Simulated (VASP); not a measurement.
# Sb (Pm-3m) in VASP: a series of runs, part 3 of 3

VASP 6.6.1. Earlier steps stand in the parts before.

**5. Electric field gradients, PBE (32.50 Å³/atom)**

This run uses another cell than the first one, of 32.50 Å³/atom.

Input file INCAR:

```
PREC = Accurate ; ENCUT = 400
EDIFF = 1E-8 ; ISMEAR = -1
SIGMA = 0.05 ; LREAL = False
LASPH = True ; NELM = 120
ALGO = Normal ; ISIF = 2
LWAVE = False ; LCHARG = False
GGA = PE ; LEFG = True
NBANDS = 8 ; GGA_COMPAT = False
```

Input file KPOINTS:

```
regular mesh
0
Gamma
  13 13 13
```

Input file POSCAR:

```
Sb
1.0
    3.1912891636      0.0000000000      0.0000000000
    0.0000000000      3.1912891636      0.0000000000
    0.0000000000      0.0000000000      3.1912891636
Sb
1
Direct
    0.0000000000      0.0000000000      0.0000000000
```

Potentials or basis: VASP PAW PBE potentials, release 64 (Sb).

Command:

```console
$ cat potpaw_PBE.64/Sb/POTCAR > POTCAR
$ mpirun -np 1 vasp_std > vasp.out
```

OUTCAR:

```text
PREC = Accurate
   ENCUT = 400
   EDIFF = 1E-8
   ISMEAR = -1
   LREAL = False
   LASPH = True
   NELM = 120
   ISIF = 2
   GGA = PE

 ion  position               nearest neighbor table
   1  0.000  0.000  0.000-

  LATTYP: Found a simple cubic cell.
 ALAT       =     3.1912891636

  Lattice vectors:

 A1 = (   3.1912891636,   0.0000000000,   0.0000000000)
 A2 = (   0.0000000000,   3.1912891636,   0.0000000000)
 A3 = (   0.0000000000,   0.0000000000,   3.1912891636)

Analysis of symmetry for initial positions (statically):
=====================================================================
 Subroutine PRICEL returns:
 Original cell was already a primitive cell.

 Routine SETGRP: Setting up the symmetry group for a
 simple cubic supercell.

 Subroutine GETGRP returns: Found 48 space group operations
 (whereof 48 operations were pure point group operations)
 out of a pool of 48 trial point group operations.

The static configuration has the point symmetry O_h .

Analysis of symmetry for dynamics (positions and initial velocities):
=====================================================================
 Subroutine PRICEL returns:
 Original cell was already a primitive cell.

 Routine SETGRP: Setting up the symmetry group for a
 simple cubic supercell.

 Subroutine GETGRP returns: Found 48 space group operations
 (whereof 48 operations were pure point group operations)
 out of a pool of 48 trial point group operations.

The dynamic configuration has the point symmetry O_h .

 Subroutine INISYM returns: Found 48 space group operations
 (whereof 48 operations are pure point group operations),
 and found     1 'primitive' translations

----------------------------------------------------------------------------------------

                                     Primitive cell

  volume of cell :      32.5011

  direct lattice vectors                    reciprocal lattice vectors
     3.191289164  0.000000000  0.000000000     0.313352990  0.000000000  0.000000000
     0.000000000  3.191289164  0.000000000     0.000000000  0.313352990  0.000000000
     0.000000000  0.000000000  3.191289164     0.000000000  0.000000000  0.313352990

  length of vectors
     3.191289164  3.191289164  3.191289164     0.313352990  0.313352990  0.313352990

  position of ions in fractional coordinates (direct lattice)
     0.000000000  0.000000000  0.000000000

  ion indices of the primitive-cell ions
   primitive index   ion index
                 1           1

----------------------------------------------------------------------------------------

 KPOINTS: regular mesh

Automatic generation of k-mesh.
 Grid dimensions read from file:
 generate k-points for:   13   13   13

 Generating k-lattice:

[... 60 lines left out ...]
   NELM   =    120;   NELMIN=  2; NELMDL= -5     # of ELM steps
   EDIFF  = 0.1E-07   stopping-criterion for ELM
   LREAL  =      F    real-space projection
   EDIFFG = 0.1E-06   stopping-criterion for IOM
   NSW    =      0    number of steps for IOM
   IBRION =     -1    ionic relax: 0-MD 1-quasi-New 2-CG
   NFREE  =      0    steps in history (QN), initial steepest desc. (CG)
   ISIF   =      2    stress and relaxation
   ISYM   =      2    0-nonsym 1-usesym 2-fastsym
   POTIM  = 0.5000    time-step for ionic-motion
   TEBEG  =    0.0;   TEEND  =   0.0 temperature during run
   PSTRESS=    0.0 pullay stress
   NELECT =       5.0000    total number of electrons
   NUPDOWN=      -1.0000    fix difference up-down
   EMIN   =  10.00;   EMAX   =-10.00  energy-range for DOS
   EFERMI =   0.00;   METHOD = LEGACY
   ISMEAR =    -1;   SIGMA  =   0.05  broadening in eV -4-tet -1-fermi 0-gaus
   EFERMI_NEDOS =   21; number of points for ismear=-14 and -15
   IALGO  =     38    algorithm
   IMIX   =      4    mixing-type and parameters
     AMIX     =   0.40;   BMIX     =  1.00
     AMIX_MAG =   1.60;   BMIX_MAG =  1.00
  volume/ion in A,a.u.               =      32.50       219.33
  Fermi-wavevector in a.u.,A,eV,Ry     =   0.877200  1.657668 10.469411  0.769480
  Thomas-Fermi vector in A             =   1.997116
   LORBIT       =      0    0 simple, 1 ext, 2 COOP (PROOUT), +10 PAW based schemes
   GGA     = PE    functional components
   LHFCALC =     F    Hartree Fock is set to
   AEXX    =    0.0000 exact exchange contribution
   IVDW    =     0    specifies the selected vdW correction
   LEPSILON=     F    determine dielectric tensor
   LRPA    =     F    only Hartree local field effects (RPA)
 non-spin polarized calculation
  energy-cutoff  :      400.00
  volume of cell :       32.50
 maximum number of plane-waves:       619
 NGX is ok and might be reduce to    24
   NGX = 11   NGY = 11   NGZ = 11

 number of electron       5.0000001 magnetization

 Free energy of the ion-electron system (eV)
  ---------------------------------------------------
  ext. energy  EPLUGINS =         0.00000000
  ---------------------------------------------------
  free energy    TOTEN  =        -4.07478541 eV

  energy without entropy =       -4.07165330  energy(sigma->0) =       -4.07321936

 E-fermi :   6.1465     XC(G=0):  -9.2633

 val. band max:        6.1458838652   @ k =   0.3077   0.2308   0.1538
 cond. band min:       6.2949996611   @ k =   0.3077   0.2308   0.2308
 fundamental gap:      0.1491157958
 Fermi energy:         6.1465405038

 k-point     1 :       0.0000    0.0000    0.0000
  band No.  band energies     occupation
      1      -5.6633      2.00000
      2       9.1450      0.00000
      3       9.1450      0.00000
      4       9.1450      0.00000
      5      12.9392      0.00000
      6      12.9392      0.00000
      7      13.8487      0.00000
      8      23.2397      0.00000
[... 243 lines left out ...]
 k-point    24 :       0.3846    0.3077    0.0000
  band No.  band energies     occupation
      1      -2.8005      2.00000
      2       3.0204      2.00000
      3       4.7569      2.00000
      4      11.0762      0.00000
      5      11.6337      0.00000
      6      16.0931      0.00000
      7      18.7753      0.00000
      8      19.1920      0.00000

 [... further k-points ...]
[... 5 lines left out ...]
  --------------------------------------------------------------------------------------
  -------------------------------------------------------------------------------------
  Total       -0.7624982     -0.7624982     -0.7624982      0.0000000      0.0000000      0.0000000
  in kB      -37.5881495    -37.5881495    -37.5881495      0.0000000      0.0000000      0.0000000
  external PRESSURE =     -37.5881495 kB  Pullay stress =       0.0000000 kB

 VOLUME and BASIS-vectors are now :
 -----------------------------------------------------------------------------
  energy-cutoff  :      400.00
  volume of cell :       32.50
      direct lattice vectors                 reciprocal lattice vectors
     3.191289164  0.000000000  0.000000000     0.313352990  0.000000000  0.000000000
     0.000000000  3.191289164  0.000000000     0.000000000  0.313352990  0.000000000
     0.000000000  0.000000000  3.191289164     0.000000000  0.000000000  0.313352990

 POSITION                                       TOTAL-FORCE (eV/Angst)
 -----------------------------------------------------------------------------------
      0.00000      0.00000      0.00000         0.000000      0.000000      0.000000
 -----------------------------------------------------------------------------------
    total drift:                                0.000000      0.000000      0.000000

  FREE ENERGIE OF THE ION-ELECTRON SYSTEM (eV)
  ---------------------------------------------------
  free  energy   TOTEN  =        -4.0747854140 eV

  energy  without entropy=       -4.0716532989  energy(sigma->0) =       -4.07321936

 Electric field gradients (V/A^2)
---------------------------------------------------------------------
 ion       V_xx      V_yy      V_zz      V_xy      V_xz      V_yz
---------------------------------------------------------------------
   1       0.000    -0.000     0.000     0.000    -0.000    -0.000
---------------------------------------------------------------------

 Electric field gradients after diagonalization (V/A^2)
 (convention: |V_zz| > |V_xx| > |V_yy|)
----------------------------------------------------------------------
 ion       V_xx      V_yy      V_zz     asymmetry (V_yy - V_xx)/ V_zz
----------------------------------------------------------------------
   1       0.000    -0.000     0.000      -0.393
----------------------------------------------------------------------

           NMR quadrupolar parameters

 Cq : quadrupolar parameter    Cq=e*Q*V_zz/h
 eta: asymmetry parameters     (V_yy - V_xx)/ V_zz
 Q  : nuclear electric quadrupole moment in mb (millibarn)
----------------------------------------------------------------------
 ion       Cq(MHz)       eta       Q (mb)
----------------------------------------------------------------------
   1       0.000      -0.393       1.000
----------------------------------------------------------------------
```

stdout:

```text
POSCAR found type information on POSCAR Sb
 POSCAR found :  1 types and       1 ions
 scaLAPACK will be used
 LDA part: xc-table for (Slater+PW92), standard interpolation
 POSCAR, INCAR and KPOINTS ok, starting setup
 FFT: planning ... GRIDC
 FFT: planning ... GRID_SOFT
 FFT: planning ... GRID
 WAVECAR not read
 entering main loop
ion   1
```

Wall time 13 s (1 thread of Intel Xeon 8259CL, shared host); peak memory 0.14 GiB.

What came out:

| Item | Value |
| --- | --- |
| Free energy | -4.0748 eV |
| Pressure | -3.8 GPa |
| Band gap on the k mesh | zero (an odd number of electrons rules out a gap without spin polarisation) |
| Largest electric field gradient by atom | under 0.05 V/Å² on every atom |

Caveat: the cell stands under tension; spin-orbit coupling is left out, which moves the levels of the heavy elements.

**6. Single point, PBE**

This run uses another cell than the first one, of 31.55 Å³/atom.

Input file POSCAR:

```
Sb
1.0
    3.1600000000      0.0000000000      0.0000000000
    0.0000000000      3.1600000000      0.0000000000
    0.0000000000      0.0000000000      3.1600000000
Sb
1
Direct
    0.0000000000      0.0000000000      0.0000000000
```

Input file INCAR.step1:

```
SYSTEM = Sb
  ALGO = Normal
  EDIFF = 1E-6
  ENCUT = 400
  GGA = PE
  GGA_COMPAT = .False.
  ISIF = 2
  ISMEAR = -1
  LASPH = .True.
  LCHARG = .True.
  LORBIT = 11
  LREAL = .False.
  LWAVE = .False.
  NBANDS = 8
  NEDOS = 2001
  NELM = 120
  PREC = Accurate
  SIGMA = 0.05
```

Input file KPOINTS.step1:

```
k-points
0
Gamma
  13 13 13
  0 0 0
```

Input file INCAR.step2:

```
SYSTEM = Sb
  ALGO = Normal
  EDIFF = 1E-6
  ENCUT = 400
  GGA = PE
  GGA_COMPAT = .False.
  ICHARG = 11
  ISIF = 2
  ISMEAR = -5
  LASPH = .True.
  LCHARG = .False.
  LORBIT = 11
  LREAL = .False.
  LWAVE = .False.
  NBANDS = 8
  NEDOS = 2001
  NELM = 120
  PREC = Accurate
  SIGMA = 0.05
```

Input file KPOINTS.step2:

```
k-points
0
Gamma
  20 20 20
  0 0 0
```

Potentials or basis: VASP PAW PBE potentials, release 64 (Sb).

Command:

```console
$ cat potpaw_PBE.64/Sb/POTCAR > POTCAR
$ cp INCAR.step1 INCAR
$ cp KPOINTS.step1 KPOINTS
$ mpirun -np 1 vasp_std > vasp.out
$ cp INCAR.step2 INCAR
$ cp KPOINTS.step2 KPOINTS
$ mpirun -np 1 vasp_std > vasp.out
```

Wall time 35 s (1 thread of Intel Xeon 8259CL, shared host); peak memory 0.17 GiB.

Results (log left out):

```
Valence electrons inside the program's atomic spheres : Sb 2.34
```

Levels at points of the mesh, in eV from the Fermi level:
```
           k point  band 1  band 2  band 3  band 4  band 5  band 6  band 7  band 8
(0.00, 0.00, 0.00)  -11.96    3.13    3.13    3.13    6.87    6.87    7.93   17.32
(0.50, 0.00, 0.00)   -9.74   -5.19    4.96    4.96    8.85   10.45   11.11   11.28
(0.50, 0.50, 0.00)   -7.41   -3.28   -3.28    2.39    6.79   12.40   13.09   13.09
(0.50, 0.50, 0.50)   -4.84   -1.50   -1.50   -1.50    4.92    4.92    4.92    7.08
```

Caveat: spin-orbit coupling is left out, which moves the levels of the heavy elements.

**7. Overview**

| task | level | potentials or basis | spin | cell | cutoff (eV) | k mesh for the DOS | occupations for the DOS | gap on the mesh (eV) | pressure (GPa) |
| --- | --- | --- | --- | --- | --- | --- | --- | --- | --- |
| electric field gradients | LDA | VASP PAW LDA potentials, release 64 (Sb) | off | a = 3.202 Å, 1 atom | 520 | - | - | none | -7.2 |
| electric field gradients | PBE | VASP PAW PBE potentials, release 64 (Sb) | non-collinear, zero start, SOC | a = 3.160 Å, 1 atom | 520 | - | - | - | -2.4 |
| electric field gradients | PBE | VASP PAW PBE potentials, release 64 (Sb) | off | a = 3.160 Å, 1 atom | 400 | - | - | none | -2.6 |
| electric field gradients | PBE | VASP PAW PBE potentials, release 64 (Sb) | off | a = 3.191 Å, 1 atom | 400 | - | - | none | -3.8 |
| single point | PBE | VASP PAW PBE potentials, release 64 (Sb) | off | a = 3.160 Å, 1 atom | 400 | 20 × 20 × 20 | tetrahedron | - | - |

Alike in all rows: k mesh 13 × 13 × 13; smearing fermi-dirac 0.05 eV.

Caveats: spin-orbit coupling is left out, which moves the levels of the heavy elements (at least some runs); the cell stands under tension (at least some runs).

Total energies depend on the potentials used, so only differences within one code and one set of settings carry meaning.

The gap in the log of VASP goes by the Fermi energy; the results here count the filled bands.